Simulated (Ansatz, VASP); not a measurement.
# AlGa5P6 in VASP and in Ansatz

```
Al Ga P
1.0
     6.71725    0.00000    0.00000
    -3.35863    5.81731    0.00000
     0.00000    0.00000    6.38091
Al Ga P
1 5 6
Direct
  0.00000 0.00000 0.49914
  0.33333 0.66667 0.49988
  0.66667 0.33333 0.49988
  0.00000 0.66662 0.00007
  0.66662 0.00000 0.00007
  0.33338 0.33338 0.00007
  0.33333 0.66667 0.87424
  0.00000 0.00000 0.87323
  0.66667 0.33333 0.87424
  0.00000 0.66686 0.37439
  0.66686 0.00000 0.37439
  0.33314 0.33314 0.37439
```

Alike in both runs: functional PBE; k mesh 3 × 3 × 4; occupations gaussian, width 0.1 eV; no spin polarisation.

Ansatz relaxed the structure, and its values are those at the end. VASP's run is a single point on that final structure, the one shown.

|  | VASP | Ansatz |
| --- | --- | --- |
| version | VASP 6.6.1 | Ansatz 0.2.0 |
| potentials or method | VASP PAW PBE potentials, release 64 (Al, Ga_d, P), cutoff 520 eV | scalar-relativistic, plane waves, PAW |
| valence electrons in the cell | 98 | 98 |

VASP gave:

* gap on the k mesh at the Fermi level (eV): 1.40
* least direct gap on the mesh (eV): 1.40
* pressure (GPa): 0.3
* rms of the force components (eV/Å): 0.005

Task: What did Ansatz give for the same quantities?

Result: gap on the k mesh at the Fermi level (eV): 1.41; least direct gap on the mesh (eV): 1.41; pressure (GPa): 0.3; rms of the force components (eV/Å): 0.004.
